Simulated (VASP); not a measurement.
Input of a VASP 6.6.1 run:

Contents of INCAR:

```
ALGO     = Normal         # electronic algorithm
EDIFF    = 1E-6           # SCF threshold, eV
EDIFFG   = -0.01          # ionic threshold
ENCUT    = 600            # plane-wave cutoff, eV
GGA      = PS             # functional
IBRION   = 2              # ionic algorithm
ISIF     = 3              # what is computed and relaxed
ISMEAR   = -1             # smearing method
LASPH    = T              # aspherical terms in the spheres
LCHARG   = F              # write CHGCAR
LREAL    = F              # projectors in reciprocal space
LWAVE    = F              # write WAVECAR
NELM     = 60             # most SCF steps
NSW      = 80             # ionic steps
PREC     = Accurate       # precision mode
SIGMA    = 0.02           # smearing width, eV
```

File KPOINTS:

```
k-points
0
Gamma
  8 8 8
```

The input POSCAR:

```
ZnS
1.0
    0.0000000000      2.7020000000      2.7020000000
    2.7020000000      0.0000000000      2.7020000000
    2.7020000000      2.7020000000      0.0000000000
Zn S
1 1
Direct
    0.2500000000      0.2500000000      0.2500000000
    0.0000000000      0.0000000000      0.0000000000
```

Potentials or basis: VASP PAW PBE potentials, release 64 (Zn, S).

The run is started by

```sh
$ cat potpaw_PBE.64/Zn/POTCAR potpaw_PBE.64/S/POTCAR > POTCAR
$ mpirun -np 1 vasp_std > vasp.out
```

**Question.** What does it give for the space group after relaxing (to 0.1 Å)?

**Answer.** F-43m (No. 216).

**Question.** Estimate the relaxed cell.

**Answer.** a = 3.791 Å, b = 3.791 Å, c = 3.791 Å, α = 60.00°, β = 60.00°, γ = 60.00°.

Step by step:
```tsv
step	energy change (eV)	largest force (eV/Å)	pressure (GPa)	volume (Å³)
1	0.0000	0.0000	-1.72	39.45
2	-0.0049	0.0000	0.58	38.26
3	-0.0053	0.0000	-0.03	38.51
```

Caveat: the PAW data sets were made with another functional, which shifts forces and pressure a little.
